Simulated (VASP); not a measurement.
Crystal: Ta3P2.

```
Ta P
1.0
     3.94337    0.00000    0.00000
    -1.97168    3.41506    0.00000
     0.00000    0.00000    6.13524
Ta P
3 2
Cartesian
  0.0000 0.0000 0.0000
  0.0000 2.2767 3.9572
  1.9717 1.1384 2.1780
  0.0000 2.2767 1.5031
  1.9717 1.1384 4.6321
```

* Program: VASP 6.6.1
* Task: relaxation of cell and atoms
* Functional: PBE
* Potentials or basis: VASP PAW PBE potentials, release 64 (Ta_pv, P)
* Cutoff: 600 eV
* k mesh: 6 × 6 × 4
* Occupations: gaussian, width 0.1 eV
* Spin: no spin polarisation

At the start: pressure 10.4 GPa; volume 16.52 Å³/atom.

**Question.** How do energy, volume and symmetry change on relaxing?

**Answer.** Over 12 steps the energy falls by 66.1 meV/atom and the volume is 17.01 Å³/atom (+2.9 %); space group P-3m1 (No. 164, to 0.1 Å) before and after.

The path:
| step | energy change (eV) | largest force (eV/Å) | pressure (GPa) | volume (Å³) |
| --- | --- | --- | --- | --- |
| 1 | 0.0000 | 1.8297 | 10.40 | 82.62 |
| 2 | 0.3448 | 0.4709 | -17.03 | 96.12 |
| 3 | -0.2051 | 0.8219 | -2.23 | 87.37 |
| 4 | -0.2055 | 0.8550 | -1.80 | 87.18 |
| 5 | -0.2775 | 0.5534 | -0.73 | 86.12 |
| 6 | -0.3217 | 0.2499 | 1.83 | 84.21 |
| 7 | -0.3224 | 0.2515 | 1.52 | 84.41 |
| 8 | -0.3160 | 0.1770 | -2.79 | 86.17 |
| 9 | -0.3286 | 0.1521 | -0.32 | 85.13 |
| 10 | -0.3298 | 0.0124 | 0.21 | 84.91 |
| 11 | -0.3299 | 0.0232 | 0.10 | 84.95 |
| 12 | -0.3305 | 0.0153 | -0.05 | 85.03 |

Final structure:
```
Ta P
1.0
     4.00475    0.00000    0.00000
    -2.00237    3.46821    0.00000
     0.00000    0.00000    6.12177
Ta P
3 2
Direct
  0.00000 0.00000 0.00000
  0.33333 0.66667 0.64291
  0.66667 0.33333 0.35709
  0.33333 0.66667 0.21939
  0.66667 0.33333 0.78061
```
